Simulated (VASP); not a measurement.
A run of VASP 6.6.1 is set up as follows.

POSCAR

```
KCdCO3F
1.0
    5.0419290544      0.0000000000      0.0000000000
   -2.5209645272      4.3664386452      0.0000000000
    0.0000000000      0.0000000000      4.4240642674
K Cd C O F
1 1 1 3 1
Direct
    0.0000000000      0.0000000000      0.0000000000
    0.6666666667      0.3333333333      0.5000000000
    0.3333333333      0.6666666667      0.5000000000
    0.1864134964      0.3728269928      0.5000000000
    0.1864134964      0.8135865036      0.5000000000
    0.6271730072      0.8135865036      0.5000000000
    0.6666666667      0.3333333333      0.0000000000
```

Contents of INCAR.step1:

```
ALGO = Normal
EDIFF = 1E-4
ENCUT = 520
GGA = PE
ISMEAR = 0
LASPH = True
LCHARG = False
LREAL = False
LWAVE = True
NBANDS = 34
NELM = 80
PREC = Accurate
SIGMA = 0.01
```

File INCAR.step2:

```
ALGO = Normal
EDIFF = 1E-6
ENCUT = 520
ISIF = 2
ISMEAR = 0
ISTART = 1
LASPH = True
LCHARG = False
LMIXTAU = True
LREAL = False
LWAVE = False
METAGGA = R2SCAN
NBANDS = 34
NELM = 80
PREC = Accurate
SIGMA = 0.01
```

Contents of KPOINTS:

```
k-points
0
Gamma
  6 6 6
```

Potentials or basis: VASP PAW PBE potentials, release 64 (K_sv, Cd, C, O, F).

The run is started by

```bash
$ cat potpaw_PBE.64/K_sv/POTCAR potpaw_PBE.64/Cd/POTCAR potpaw_PBE.64/C/POTCAR potpaw_PBE.64/O/POTCAR potpaw_PBE.64/F/POTCAR > POTCAR
$ cp INCAR.step1 INCAR
$ mpirun -np 1 vasp_std > vasp.out
$ cp INCAR.step2 INCAR
$ mpirun -np 1 vasp_std > vasp.out
```

Problem. Predict the pressure.

Solution. 1.1 GPa.

Problem. What does it give for the band gap on the k mesh?

Solution. 2.64 eV.

Problem. Predict the largest force.

Solution. 0.357 eV/Å.

Forces on the atoms (eV/Å):
```
K    0.000  0.000  0.000
Cd   0.000  0.000  0.000
C    0.000  0.000  0.000
O    0.000 -0.357  0.000
O   -0.309  0.179  0.000
O    0.309  0.179  0.000
F    0.000  0.000  0.000
```

Caveat: the PAW data sets were made with another functional, which shifts forces and pressure a little. A k mesh can miss the band edges.
